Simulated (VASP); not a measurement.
# YB3 (Pmma) in VASP: density of states with PBE

Aim: the density of states of YB3 with PBE.

All numbers are computed with VASP 6.6.1; they aren't measurements. Logs are shortened: lines on timing, memory, paths and dates and some standing lists are left out, and cuts for length are marked.

## Step 1: The cell of the first run

Symmetry: Pmma, No. 51, orthorhombic system. Conventional cell: a = 8.237 Å, b = 3.115 Å, c = 3.507 Å, α = 90.00°, β = 90.00°, γ = 90.00°. Y (site symmetry mm2) has 12 B at 2.62 to 2.79 Å and 2 Y at 3.11 Å within 3.5 Å. Within 2.3 Å of B (site symmetry m) lie 4 B at 1.72 to 1.81 Å. Within 2.4 Å of B (site symmetry 2/m) lie 4 B at 1.80 Å.

## Step 2: Density of states, PBE

Input file POSCAR:

```
YB3
1.0
    8.2366817464      0.0000000000      0.0000000000
    0.0000000000      3.1146515308      0.0000000000
    0.0000000000      0.0000000000      3.5065326165
Y B
2 6
Direct
    0.2500000000      0.0000000000      0.9641026967
    0.7500000000      0.0000000000      0.0358973033
    0.5123609982      0.5000000000      0.7569278101
    0.0123609982      0.5000000000      0.2430721899
    0.0000000000      0.0000000000      0.5000000000
    0.5000000000      0.0000000000      0.5000000000
    0.9876390018      0.5000000000      0.7569278101
    0.4876390018      0.5000000000      0.2430721899
```

Input file INCAR.step1:

```
PREC = Accurate ; ENCUT = 520
EDIFF = 1E-7 ; ISMEAR = 0
SIGMA = 0.1 ; LREAL = False
LASPH = True ; NELM = 100
ALGO = Normal ; ISIF = 2
LWAVE = False ; LCHARG = True
LMAXMIX = 4 ; GGA = PE
NBANDS = 30
```

Input file KPOINTS.step1:

```
Automatic mesh
0
Gamma
  6 12 10
```

Input file INCAR.step2:

```
PREC = Accurate ; ENCUT = 520
EDIFF = 1E-7 ; ISMEAR = -5
SIGMA = 0.1 ; LREAL = False
LASPH = True ; NELM = 100
ALGO = Normal ; ISIF = 2
LWAVE = False ; LCHARG = False
LMAXMIX = 4 ; GGA = PE
LORBIT = 11 ; NEDOS = 1001
ICHARG = 11
```

Input file KPOINTS.step2:

```
Automatic mesh
0
Gamma
  9 18 15
```

Potentials or basis: VASP PAW PBE potentials, release 64 (Y_sv, B).

Started as:

```console
$ cat potpaw_PBE.64/Y_sv/POTCAR potpaw_PBE.64/B/POTCAR > POTCAR
$ cp INCAR.step1 INCAR
$ cp KPOINTS.step1 KPOINTS
$ mpirun -np 1 vasp_std > vasp.out
$ cp INCAR.step2 INCAR
$ cp KPOINTS.step2 KPOINTS
$ mpirun -np 1 vasp_std > vasp.out
```

OUTCAR:

```text
PREC = Accurate
   ENCUT = 520
   EDIFF = 1E-7
   ISMEAR = -5
   LREAL = False
   LASPH = True
   NELM = 100
   ISIF = 2
   GGA = PE
   LORBIT = 11
   ICHARG = 11

 ion  position               nearest neighbor table
   1  0.250  0.000  0.964-   5 2.62   6 2.62   4 2.69   8 2.69   4 2.69   8 2.69   3 2.76   7 2.76
                             7 2.76   3 2.76   5 2.79   6 2.79   2 4.13   2 4.13
   2  0.750  0.000  0.036-   5 2.62   6 2.62   3 2.69   7 2.69   3 2.69   7 2.69   4 2.76   4 2.76
                             8 2.76   8 2.76   5 2.79   6 2.79   1 4.13   1 4.13
   3  0.512  0.500  0.757-   8 1.72   6 1.80   6 1.80   8 1.81   2 2.69   2 2.69   1 2.76   1 2.76

   4  0.012  0.500  0.243-   7 1.72   5 1.80   5 1.80   7 1.81   1 2.69   1 2.69   2 2.76   2 2.76

   5  0.000  0.000  0.500-   4 1.80   7 1.80   4 1.80   7 1.80   1 2.62   2 2.62   2 2.79   1 2.79

   6  0.500  0.000  0.500-   3 1.80   8 1.80   3 1.80   8 1.80   1 2.62   2 2.62   2 2.79   1 2.79

   7  0.988  0.500  0.757-   4 1.72   5 1.80   5 1.80   4 1.81   2 2.69   2 2.69   1 2.76   1 2.76

   8  0.488  0.500  0.243-   3 1.72   6 1.80   6 1.80   3 1.81   1 2.69   1 2.69   2 2.76   2 2.76

  LATTYP: Found a simple orthorhombic cell.
 ALAT       =     3.1146515308
 B/A-ratio  =     1.1258185970
 C/A-ratio  =     2.6444954323

  Lattice vectors:

 A1 = (   0.0000000000,   3.1146515308,   0.0000000000)
 A2 = (   0.0000000000,   0.0000000000,   3.5065326165)
 A3 = (   8.2366817464,   0.0000000000,   0.0000000000)

Analysis of symmetry for initial positions (statically):
=====================================================================
 Subroutine PRICEL returns:
 Original cell was already a primitive cell.

 Routine SETGRP: Setting up the symmetry group for a
 simple orthorhombic supercell.

 Subroutine GETGRP returns: Found  8 space group operations
 (whereof  4 operations were pure point group operations)
 out of a pool of  8 trial point group operations.

The static configuration has the point symmetry C_2h.
 The point group associated with its full space group is D_2h.

Analysis of symmetry for dynamics (positions and initial velocities):
=====================================================================
 Subroutine PRICEL returns:
 Original cell was already a primitive cell.

 Routine SETGRP: Setting up the symmetry group for a
 simple orthorhombic supercell.

 Subroutine GETGRP returns: Found  8 space group operations
 (whereof  4 operations were pure point group operations)
 out of a pool of  8 trial point group operations.

The dynamic configuration has the point symmetry C_2h.
 The point group associated with its full space group is D_2h.

 Subroutine INISYM returns: Found  8 space group operations
 (whereof  4 operations are pure point group operations),
 and found     1 'primitive' translations

----------------------------------------------------------------------------------------

                                     Primitive cell

  volume of cell :      89.9580

  direct lattice vectors                    reciprocal lattice vectors
     8.236681746  0.000000000  0.000000000     0.121408114  0.000000000  0.000000000
     0.000000000  3.114651531  0.000000000     0.000000000  0.321063204  0.000000000
     0.000000000  0.000000000  3.506532616     0.000000000  0.000000000  0.285182004

  length of vectors
     8.236681746  3.114651531  3.506532616     0.121408114  0.321063204  0.285182004

  position of ions in fractional coordinates (direct lattice)
     0.250000000  0.000000000  0.964102697
     0.750000000  0.000000000  0.035897303
     0.512360998  0.500000000  0.756927810
     0.012360998  0.500000000  0.243072190
     0.000000000  0.000000000  0.500000000
     0.500000000  0.000000000  0.500000000
     0.987639002  0.500000000  0.756927810
     0.487639002  0.500000000  0.243072190

  ion indices of the primitive-cell ions
   primitive index   ion index
                 1           1
                 2           2
                 3           3
                 4           4
                 5           5
                 6           6
                 7           7
                 8           8

----------------------------------------------------------------------------------------

 KPOINTS: Automatic mesh

Automatic generation of k-mesh.
 Grid dimensions read from file:
 generate k-points for:    9   18   15

 Generating k-lattice:

  Cartesian coordinates                     Fractional coordinates (reciprocal lattice)
     0.013489790  0.000000000  0.000000000     0.111111111  0.000000000  0.000000000
     0.000000000  0.017836845  0.000000000     0.000000000  0.055555556  0.000000000
     0.000000000  0.000000000  0.019012134     0.000000000  0.000000000  0.066666667

  Length of vectors
     0.013489790  0.017836845  0.019012134

  Shift w.r.t. Gamma in fractional coordinates (k-lattice)
     0.000000000  0.000000000  0.000000000

 TETIRR: Found   7263 inequivalent tetrahedra from    14580

 Subroutine IBZKPT returns following result:
 ===========================================

 Found    400 irreducible k-points:

 Following reciprocal coordinates:
            Coordinates               Weight
  0.000000  0.000000  0.000000      1.000000
  0.111111  0.000000  0.000000      2.000000
  0.222222  0.000000  0.000000      2.000000
  0.333333  0.000000  0.000000      2.000000
  0.444444  0.000000  0.000000      2.000000
  0.000000  0.055556  0.000000      2.000000
[... 16 lines left out ...]
  0.222222  0.222222  0.000000      4.000000
  0.333333  0.222222  0.000000      4.000000
 [... further k-points ...]
   k-points           NKPTS =    400   k-points in BZ     NKDIM =    400   number of bands    NBANDS=     25
   number of dos      NEDOS =   1001   number of ions     NIONS =      8
   total plane-waves  NPLWV =  43008
   dimension x,y,z NGX =    64 NGY =   24 NGZ =   28
   dimension x,y,z NGXF=   128 NGYF=   48 NGZF=   56
   ions per type =               2   6
   NGX,Y,Z   is equivalent  to a cutoff of  12.92, 12.81, 13.27 a.u.
   NGXF,Y,Z  is equivalent  to a cutoff of  25.84, 25.62, 26.55 a.u.
 SYSTEM =  unknown system
   PREC   = accura    normal or accurate (medium, high low for compatibility)
   ISTART =      0    job   : 0-new  1-cont  2-samecut
   ICHARG =     11    charge: 1-file 2-atom 10-const
   ISPIN  =      1    spin polarized calculation?
   LNONCOLLINEAR =      F non collinear calculations
   LSORBIT =      F    spin-orbit coupling
   LASPH  =      T    aspherical Exc in radial PAW
   ENCUT  =  520.0 eV  38.22 Ry    6.18 a.u.  15.31  5.79  6.52*2*pi/ulx,y,z
   NELM   =    100;   NELMIN=  2; NELMDL=  0     # of ELM steps
   EDIFF  = 0.1E-06   stopping-criterion for ELM
   LREAL  =      F    real-space projection
   EDIFFG = 0.1E-05   stopping-criterion for IOM
   NSW    =      0    number of steps for IOM
   IBRION =     -1    ionic relax: 0-MD 1-quasi-New 2-CG
   NFREE  =      0    steps in history (QN), initial steepest desc. (CG)
   ISIF   =      2    stress and relaxation
   ISYM   =      2    0-nonsym 1-usesym 2-fastsym
   POTIM  = 0.5000    time-step for ionic-motion
   TEBEG  =    0.0;   TEEND  =   0.0 temperature during run
   PSTRESS=    0.0 pullay stress
   NELECT =      40.0000    total number of electrons
   NUPDOWN=      -1.0000    fix difference up-down
   EMIN   =  10.00;   EMAX   =-10.00  energy-range for DOS
   EFERMI =   0.00;   METHOD = LEGACY
   ISMEAR =    -5;   SIGMA  =   0.10  broadening in eV -4-tet -1-fermi 0-gaus
   EFERMI_NEDOS =   21; number of points for ismear=-14 and -15
   IALGO  =     38    algorithm
   IMIX   =      4    mixing-type and parameters
     AMIX     =   0.40;   BMIX     =  1.00
     AMIX_MAG =   1.60;   BMIX_MAG =  1.00
  volume/ion in A,a.u.               =      11.24        75.88
  Fermi-wavevector in a.u.,A,eV,Ry     =   1.249535  2.361278 21.243275  1.561337
  Thomas-Fermi vector in A             =   2.383571
   LORBIT       =     11    0 simple, 1 ext, 2 COOP (PROOUT), +10 PAW based schemes
   GGA     = PE    functional components
   LHFCALC =     F    Hartree Fock is set to
   AEXX    =    0.0000 exact exchange contribution
   IVDW    =     0    specifies the selected vdW correction
   LEPSILON=     F    determine dielectric tensor
   LRPA    =     F    only Hartree local field effects (RPA)
 non-spin polarized calculation
 Fermi weights with tetrahedron method with Bloechl corrections
  energy-cutoff  :      520.00
  volume of cell :       89.96
 maximum number of plane-waves:      2447
 NGX is ok and might be reduce to    64

 number of electron      39.9999999 magnetization

 Free energy of the ion-electron system (eV)
  ---------------------------------------------------
  ext. energy  EPLUGINS =         0.00000000
  ---------------------------------------------------
  free energy    TOTEN  =       -54.68141467 eV

  energy without entropy =      -54.68141467  energy(sigma->0) =      -54.68141467

 E-fermi :   5.6765     XC(G=0): -11.2903

 val. band max:        5.7199978519   @ k =   0.1111   0.2222   0.1333
 cond. band min:       5.6197185737   @ k =   0.0000   0.3333   0.2667
 fundamental gap:     -0.1002792782
 Fermi energy:         5.6765056261

 k-point     1 :       0.0000    0.0000    0.0000
  band No.  band energies     occupation
      1     -36.1956      2.00000
      2     -36.1898      2.00000
      3     -16.5617      2.00000
      4     -16.3356      2.00000
      5     -16.1313      2.00000
      6     -16.1161      2.00000
[... 17 lines left out ...]
     24       9.0615      0.00000
     25       9.9645      0.00000
[... 621 lines left out ...]
      3     -16.4145      2.00000
      4     -16.3169      2.00000
      5     -16.2742      2.00000
      6     -16.2634      2.00000
[... 17 lines left out ...]
     24       8.1218      0.00000
     25       8.8148      0.00000

 [... further k-points ...]
[... 5 lines left out ...]
  --------------------------------------------------------------------------------------
  -------------------------------------------------------------------------------------
  Total       -0.0293805     -0.1158072     -0.0143423      0.0000000      0.0000000      0.0000000
  in kB       -0.5232751     -2.0625589     -0.2554414      0.0000000      0.0000000      0.0000000
  external PRESSURE =      -0.9470918 kB  Pullay stress =       0.0000000 kB

 VOLUME and BASIS-vectors are now :
 -----------------------------------------------------------------------------
  energy-cutoff  :      520.00
  volume of cell :       89.96
      direct lattice vectors                 reciprocal lattice vectors
     8.236681746  0.000000000  0.000000000     0.121408114  0.000000000  0.000000000
     0.000000000  3.114651531  0.000000000     0.000000000  0.321063204  0.000000000
     0.000000000  0.000000000  3.506532616     0.000000000  0.000000000  0.285182004

 POSITION                                       TOTAL-FORCE (eV/Angst)
 -----------------------------------------------------------------------------------
      2.05917      0.00000      3.38066        -0.000000     -0.000000     -0.018697
      6.17751      0.00000      0.12588        -0.000000     -0.000000      0.018697
      4.22015      1.55733      2.65419         0.030534     -0.000000     -0.004836
      0.10181      1.55733      0.85234         0.030534     -0.000000      0.004836
      0.00000      0.00000      1.75327        -0.000000     -0.000000      0.000000
      4.11834      0.00000      1.75327        -0.000000     -0.000000      0.000000
      8.13487      1.55733      2.65419        -0.030534      0.000000     -0.004836
      4.01653      1.55733      0.85234        -0.030534     -0.000000      0.004836
 -----------------------------------------------------------------------------------
    total drift:                                0.000000      0.000000      0.000000

  FREE ENERGIE OF THE ION-ELECTRON SYSTEM (eV)
  ---------------------------------------------------
  free  energy   TOTEN  =       -54.6814146662 eV

  energy  without entropy=      -54.6814146662  energy(sigma->0) =      -54.68141467

 total charge

# of ion       s       p       d       f       tot
--------------------------------------------------
    1        2.206   6.449   1.253   0.059   9.967
    2        2.206   6.449   1.253   0.059   9.967
    3        0.668   1.218   0.000   0.000   1.885
    4        0.668   1.218   0.000   0.000   1.885
    5        0.656   1.289   0.000   0.000   1.946
    6        0.656   1.289   0.000   0.000   1.946
    7        0.668   1.218   0.000   0.000   1.885
    8        0.668   1.218   0.000   0.000   1.885
--------------------------------------------------
tot          8.395  20.348   2.506   0.118  31.366
```

It took 9.9 min on 1 thread of Intel Xeon Platinum 8375C at 2.90GHz (Ice Lake), shared host; peak memory 0.83 GiB.

What came out:

```
Valence electrons inside the program's atomic spheres : Y 9.97; B 1.89, 1.95
```

Levels at points of the mesh, in eV from the Fermi level:
```
           k point  band 17  band 18  band 19  band 20  band 21  band 22  band 23  band 24
(0.00, 0.00, 0.00)    -3.37    -2.50    -1.46    -0.86     0.04     1.58     1.74     3.38
(0.00, 0.50, 0.00)    -2.62    -2.59    -1.41     0.23     0.33     0.62     1.13     2.54
```

Caveat: tetrahedron occupations give inexact forces and stress in metals.
